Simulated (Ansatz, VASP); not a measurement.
TiTe2 in VASP and in Ansatz

The input POSCAR:

```
TiTe2
1.0
    1.8876707787      1.0898472322      6.8686275405
   -1.8876707787      1.0898472322      6.8686275405
    0.0000000000     -2.1796944645      6.8686275405
Ti Te
1 2
Direct
    0.0000000000      0.0000000000      0.0000000000
    0.2506047205      0.2506047205      0.2506047205
    0.7493952795      0.7493952795      0.7493952795
```

File INCAR.step1:

```
  PREC = Accurate
  ENCUT = 520
  ISMEAR = -1
  SIGMA = 0.02
  LREAL = F
  LASPH = T
  NELM = 80
  NBANDS = 19
  GGA = PE
  ALGO = Normal
  EDIFF = 1E-4
  LWAVE = T
  LCHARG = F
```

File INCAR.step2:

```
  PREC = Accurate
  ENCUT = 520
  EDIFF = 1E-7
  ISMEAR = -1
  SIGMA = 0.02
  LREAL = F
  LASPH = T
  NELM = 80
  ALGO = Normal
  ISIF = 2
  LWAVE = F
  LCHARG = F
  METAGGA = R2SCAN
  LMIXTAU = T
  NBANDS = 19
  ISTART = 1
```

Contents of KPOINTS:

```
regular mesh
0
Gamma
  8 8 8
```

Input for Ansatz:

```yaml
crystal:
  lattice:
    - [1.8876707787, 1.0898472322, 6.8686275405]
    - [-1.8876707787, 1.0898472322, 6.8686275405]
    - [0.0, -2.1796944645, 6.8686275405]
  atoms:
    - { symbol: Ti, position: [0.0, 0.0, 0.0] }
    - { symbol: Te, position: [0.2506047205, 0.2506047205, 0.2506047205] }
    - { symbol: Te, position: [0.7493952795, 0.7493952795, 0.7493952795] }
kpoints:
  mp_grid: { grid: [8, 8, 8] }
  band_path:
    path:
      - [0.0, 0.0, 0.0]
      - [0.5, 0.5, 0.5]
      - [0.816549156, 0.183450844, 0.5]
      - [0.5, -0.183450844, 0.183450844]
      - [0.5, 0.0, 0.0]
      - [0.341725422, -0.341725422, 0.0]
      - [0.658274578, 0.0, 0.341725422]
      - [0.5, 0.0, 0.5]
    npoints: 1
hamiltonian:
  xc: r2scan
scf:
  occupations: { method: fermi_dirac, width: 0.02 }
  n_extra_bands: 4
output:
  forces: true
  stress: true
  eigenvalues: true
```

Alike in both runs: task single point; functional r2SCAN; k mesh 8 × 8 × 8; occupations fermi-dirac, width 0.02 eV; no spin polarisation.

```csv
,VASP,Ansatz
version,VASP 6.6.1,Ansatz 0.2.0
potentials or method,"VASP PAW PBE potentials, release 64 (Ti_sv, Te)","plane waves, PAW"
plane-wave cutoff (eV),520,500
valence electrons in the cell,24,44
```

|  | VASP | Ansatz | Ansatz less VASP |
| --- | --- | --- | --- |
| pressure (GPa) | 1.1 | 1.0 | -0.12 |
| traceless stress, the component that is largest in VASP (GPa) | -0.07 | -0.04 | +0.027 |
| rms of the force components (eV/Å) | 0.006 | 0.014 | +0.0083 |

VASP's potentials were made for PBE, not for r2SCAN. Atom by atom the forces differ by 0.008 eV/Å (rms over components). VASP's potentials hold 24 valence electrons a cell and Ansatz's 44, so a difference there can come from the potentials and not from the codes.

Neither program's run includes spin-orbit coupling.
